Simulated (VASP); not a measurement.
# GaN (Fm-3m) in VASP: notebook

Runs on GaN. Level: PBEsol. Tasks: single point.

Everything below comes from runs of VASP 6.6.1. Logs are shortened: lines on timing, memory, paths and dates and some standing lists are left out, and cuts for length are marked.

### Step 1. The cell of the first run

It takes space group Fm-3m (No. 225, cubic). Conventional cell: a = 3.904 Å, b = 3.904 Å, c = 3.904 Å, α = 90.00°, β = 90.00°, γ = 90.00°. Ga (site symmetry m-3m) has 6 N at 1.95 Å within 2.6 Å. Within 2.6 Å of N (site symmetry m-3m) lie 6 Ga at 1.95 Å.

### Step 2. Single point, PBEsol (volume scaled by 0.94)

Contents of INCAR:

```
PREC = Accurate
ENCUT = 520
EDIFF = 1E-7
ISMEAR = -1
SIGMA = 0.02
LREAL = False
LASPH = True
NELM = 60
ALGO = Normal
ISIF = 2
LWAVE = False
LCHARG = False
GGA = PS
NBANDS = 16
```

Contents of KPOINTS:

```
Automatic mesh
0
Gamma
  10 10 10
```

Contents of POSCAR:

```
GaN
1.0
    0.0000000000      1.9518253216      1.9518253216
    1.9518253216      0.0000000000      1.9518253216
    1.9518253216      1.9518253216      0.0000000000
Ga N
1 1
Direct
    0.5000000000      0.5000000000      0.5000000000
    0.0000000000      0.0000000000      0.0000000000
```

Potentials or basis: VASP PAW PBE potentials, release 64 (Ga_d, N).

Launch:

```bash
cat potpaw_PBE.64/Ga_d/POTCAR potpaw_PBE.64/N/POTCAR > POTCAR
mpirun -np 1 vasp_std > vasp.out
```

OUTCAR:

```text
PREC = Accurate
   ENCUT = 520
   EDIFF = 1E-7
   ISMEAR = -1
   LREAL = False
   LASPH = True
   NELM = 60
   ISIF = 2
   GGA = PS

 ion  position               nearest neighbor table
   1  0.500  0.500  0.500-   2 1.95   2 1.95   2 1.95   2 1.95   2 1.95   2 1.95
   2  0.000  0.000  0.000-   1 1.95   1 1.95   1 1.95   1 1.95   1 1.95   1 1.95

  LATTYP: Found a face centered cubic cell.
 ALAT       =     3.9036506432

  Lattice vectors:

 A1 = (   0.0000000000,   1.9518253216,   1.9518253216)
 A2 = (   1.9518253216,   0.0000000000,   1.9518253216)
 A3 = (   1.9518253216,   1.9518253216,   0.0000000000)

Analysis of symmetry for initial positions (statically):
=====================================================================
 Subroutine PRICEL returns:
 Original cell was already a primitive cell.

 Routine SETGRP: Setting up the symmetry group for a
 face centered cubic supercell.

 Subroutine GETGRP returns: Found 48 space group operations
 (whereof 48 operations were pure point group operations)
 out of a pool of 48 trial point group operations.

The static configuration has the point symmetry O_h .

Analysis of symmetry for dynamics (positions and initial velocities):
=====================================================================
 Subroutine PRICEL returns:
 Original cell was already a primitive cell.

 Routine SETGRP: Setting up the symmetry group for a
 face centered cubic supercell.

 Subroutine GETGRP returns: Found 48 space group operations
 (whereof 48 operations were pure point group operations)
 out of a pool of 48 trial point group operations.

The dynamic configuration has the point symmetry O_h .

 Subroutine INISYM returns: Found 48 space group operations
 (whereof 48 operations are pure point group operations),
 and found     1 'primitive' translations

----------------------------------------------------------------------------------------

                                     Primitive cell

  volume of cell :      14.8714

  direct lattice vectors                    reciprocal lattice vectors
     0.000000000  1.951825322  1.951825322    -0.256170465  0.256170465  0.256170465
     1.951825322  0.000000000  1.951825322     0.256170465 -0.256170465  0.256170465
     1.951825322  1.951825322  0.000000000     0.256170465  0.256170465 -0.256170465

  length of vectors
     2.760297841  2.760297841  2.760297841     0.443700261  0.443700261  0.443700261

  position of ions in fractional coordinates (direct lattice)
     0.500000000  0.500000000  0.500000000
     0.000000000  0.000000000  0.000000000

  ion indices of the primitive-cell ions
   primitive index   ion index
                 1           1
                 2           2

----------------------------------------------------------------------------------------

 KPOINTS: Automatic mesh

Automatic generation of k-mesh.
 Grid dimensions read from file:
 generate k-points for:   10   10   10

 Generating k-lattice:

  Cartesian coordinates                     Fractional coordinates (reciprocal lattice)
    -0.025617046  0.025617046  0.025617046     0.100000000  0.000000000  0.000000000
     0.025617046 -0.025617046  0.025617046     0.000000000  0.100000000  0.000000000
     0.025617046  0.025617046 -0.025617046     0.000000000  0.000000000  0.100000000

  Length of vectors
     0.044370026  0.044370026  0.044370026

  Shift w.r.t. Gamma in fractional coordinates (k-lattice)
     0.000000000  0.000000000  0.000000000

 Subroutine IBZKPT returns following result:
 ===========================================

 Found     47 irreducible k-points:

 Following reciprocal coordinates:
            Coordinates               Weight
  0.000000  0.000000  0.000000      1.000000
  0.100000  0.000000  0.000000      8.000000
  0.200000  0.000000  0.000000      8.000000
  0.300000  0.000000  0.000000      8.000000
  0.400000  0.000000  0.000000      8.000000
  0.500000  0.000000  0.000000      4.000000
[... 16 lines left out ...]
  0.300000  0.300000  0.000000      6.000000
  0.400000  0.300000  0.000000     24.000000
 [... further k-points ...]
   k-points           NKPTS =     47   k-points in BZ     NKDIM =     47   number of bands    NBANDS=     16
   number of dos      NEDOS =    301   number of ions     NIONS =      2
   total plane-waves  NPLWV =  13824
   dimension x,y,z NGX =    24 NGY =   24 NGZ =   24
   dimension x,y,z NGXF=    48 NGYF=   48 NGZF=   48
   ions per type =               1   1
   NGX,Y,Z   is equivalent  to a cutoff of  14.45, 14.45, 14.45 a.u.
   NGXF,Y,Z  is equivalent  to a cutoff of  28.91, 28.91, 28.91 a.u.
 SYSTEM =  unknown system
   PREC   = accura    normal or accurate (medium, high low for compatibility)
   ISTART =      0    job   : 0-new  1-cont  2-samecut
   ICHARG =      2    charge: 1-file 2-atom 10-const
   ISPIN  =      1    spin polarized calculation?
   LNONCOLLINEAR =      F non collinear calculations
   LSORBIT =      F    spin-orbit coupling
   LASPH  =      T    aspherical Exc in radial PAW
   ENCUT  =  520.0 eV  38.22 Ry    6.18 a.u.   5.13  5.13  5.13*2*pi/ulx,y,z
   NELM   =     60;   NELMIN=  2; NELMDL= -5     # of ELM steps
   EDIFF  = 0.1E-06   stopping-criterion for ELM
   LREAL  =      F    real-space projection
   EDIFFG = 0.1E-05   stopping-criterion for IOM
   NSW    =      0    number of steps for IOM
   IBRION =     -1    ionic relax: 0-MD 1-quasi-New 2-CG
   NFREE  =      0    steps in history (QN), initial steepest desc. (CG)
   ISIF   =      2    stress and relaxation
   ISYM   =      2    0-nonsym 1-usesym 2-fastsym
   POTIM  = 0.5000    time-step for ionic-motion
   TEBEG  =    0.0;   TEEND  =   0.0 temperature during run
   PSTRESS=    0.0 pullay stress
   NELECT =      18.0000    total number of electrons
   NUPDOWN=      -1.0000    fix difference up-down
   EMIN   =  10.00;   EMAX   =-10.00  energy-range for DOS
   EFERMI =   0.00;   METHOD = LEGACY
   ISMEAR =    -1;   SIGMA  =   0.02  broadening in eV -4-tet -1-fermi 0-gaus
   EFERMI_NEDOS =   21; number of points for ismear=-14 and -15
   IALGO  =     38    algorithm
   IMIX   =      4    mixing-type and parameters
     AMIX     =   0.40;   BMIX     =  1.00
     AMIX_MAG =   1.60;   BMIX_MAG =  1.00
  volume/ion in A,a.u.               =       7.44        50.18
  Fermi-wavevector in a.u.,A,eV,Ry     =   1.744676  3.296959 41.414684  3.043893
  Thomas-Fermi vector in A             =   2.816510
   LORBIT       =      0    0 simple, 1 ext, 2 COOP (PROOUT), +10 PAW based schemes
   GGA     = PS    functional components
   LHFCALC =     F    Hartree Fock is set to
   AEXX    =    0.0000 exact exchange contribution
   IVDW    =     0    specifies the selected vdW correction
   LEPSILON=     F    determine dielectric tensor
   LRPA    =     F    only Hartree local field effects (RPA)
 non-spin polarized calculation
  energy-cutoff  :      520.00
  volume of cell :       14.87
 maximum number of plane-waves:       411
 NGX is ok and might be reduce to    24
   NGX = 11   NGY = 11   NGZ = 11

 number of electron      18.0000001 magnetization

 Free energy of the ion-electron system (eV)
  ---------------------------------------------------
  ext. energy  EPLUGINS =         0.00000000
  ---------------------------------------------------
  free energy    TOTEN  =       -11.33513262 eV

  energy without entropy =      -11.33513262  energy(sigma->0) =      -11.33513262

 E-fermi :  11.5309     XC(G=0): -14.7140

 val. band max:       11.1330067227   @ k =  -0.2000   0.2000   0.0000
 cond. band min:      13.3173138108   @ k =   0.5000   0.5000   0.0000
 fundamental gap:      2.1843070881
 Fermi energy:        11.5309313529

 k-point     1 :       0.0000    0.0000    0.0000
  band No.  band energies     occupation
      1      -8.9135      2.00000
      2      -2.8770      2.00000
      3      -2.8770      2.00000
      4      -2.8770      2.00000
      5      -2.6957      2.00000
      6      -2.6957      2.00000
[... 8 lines left out ...]
     15      30.6070      0.00000
     16      30.6070      0.00000

 k-point     2 :       0.1000    0.0000    0.0000
  band No.  band energies     occupation
      1      -8.6668      2.00000
      2      -2.9013      2.00000
      3      -2.8614      2.00000
      4      -2.8614      2.00000
      5      -2.7256      2.00000
      6      -2.7256      2.00000
[... 8 lines left out ...]
     15      29.7481      0.00000
     16      29.7481      0.00000

 k-point     3 :       0.2000    0.0000    0.0000
  band No.  band energies     occupation
      1      -7.9461      2.00000
      2      -2.9717      2.00000
      3      -2.9292      2.00000
      4      -2.9292      2.00000
      5      -2.6923      2.00000
      6      -2.6923      2.00000
[... 8 lines left out ...]
     15      30.3136      0.00000
     16      30.3136      0.00000

 k-point     4 :       0.3000    0.0000    0.0000
  band No.  band energies     occupation
      1      -6.8236      2.00000
      2      -3.0932      2.00000
      3      -3.0791      2.00000
      4      -3.0791      2.00000
      5      -2.5784      2.00000
      6      -2.5784      2.00000
[... 8 lines left out ...]
     15      32.3188      0.00000
     16      32.3188      0.00000
[... 324 lines left out ...]
 k-point    22 :      -0.2000    0.2000    0.0000
  band No.  band energies     occupation
      1      -6.5658      2.00000
      2      -3.1688      2.00000
      3      -3.0734      2.00000
      4      -3.0157      2.00000
      5      -2.6694      2.00000
      6      -2.3277      2.00000
[... 8 lines left out ...]
     15      33.3250      0.00000
     16      35.2363      0.00000

 k-point    23 :       0.3000    0.3000    0.0000
  band No.  band energies     occupation
      1      -6.6429      2.00000
      2      -3.1328      2.00000
      3      -2.7560      2.00000
      4      -2.5704      2.00000
      5      -2.5704      2.00000
      6      -2.5594      2.00000
[... 8 lines left out ...]
     15      38.2583      0.00000
     16      41.0899      0.00000

 k-point    24 :       0.4000    0.3000    0.0000
  band No.  band energies     occupation
      1      -6.1772      2.00000
      2      -3.1748      2.00000
      3      -2.6431      2.00000
      4      -2.6425      2.00000
      5      -2.4304      2.00000
      6      -2.0181      2.00000
[... 8 lines left out ...]
     15      39.2337      0.00000
     16      41.3774      0.00000

 [... further k-points ...]
[... 5 lines left out ...]
  --------------------------------------------------------------------------------------
  -------------------------------------------------------------------------------------
  Total        8.5869064      8.5869064      8.5869064     -0.0000000     -0.0000000      0.0000000
  in kB      925.1123339    925.1123339    925.1123339     -0.0000000     -0.0000000      0.0000000
  external PRESSURE =     925.1123339 kB  Pullay stress =       0.0000000 kB

 VOLUME and BASIS-vectors are now :
 -----------------------------------------------------------------------------
  energy-cutoff  :      520.00
  volume of cell :       14.87
      direct lattice vectors                 reciprocal lattice vectors
     0.000000000  1.951825322  1.951825322    -0.256170465  0.256170465  0.256170465
     1.951825322  0.000000000  1.951825322     0.256170465 -0.256170465  0.256170465
     1.951825322  1.951825322  0.000000000     0.256170465  0.256170465 -0.256170465

 POSITION                                       TOTAL-FORCE (eV/Angst)
 -----------------------------------------------------------------------------------
      1.95183      1.95183      1.95183         0.000000      0.000000      0.000000
      0.00000      0.00000      0.00000        -0.000000     -0.000000     -0.000000
 -----------------------------------------------------------------------------------
    total drift:                                0.000000     -0.000000      0.000000

  FREE ENERGIE OF THE ION-ELECTRON SYSTEM (eV)
  ---------------------------------------------------
  free  energy   TOTEN  =       -11.3351326197 eV

  energy  without entropy=      -11.3351326197  energy(sigma->0) =      -11.33513262
```

Wall time 9 s (1 thread of Intel Xeon Platinum 8488C (Sapphire Rapids), shared host); peak memory 0.14 GiB.

What came out:

- Free energy: -11.3351 eV
- Pressure: 92.5 GPa
- Band gap on the k mesh: 2.18 eV, indirect (least direct gap 5.75 eV)

Caveat: the PAW data sets were made with another functional, which shifts forces and pressure a little. A k mesh can miss the band edges.

(Part 1 of 2 ends here.)
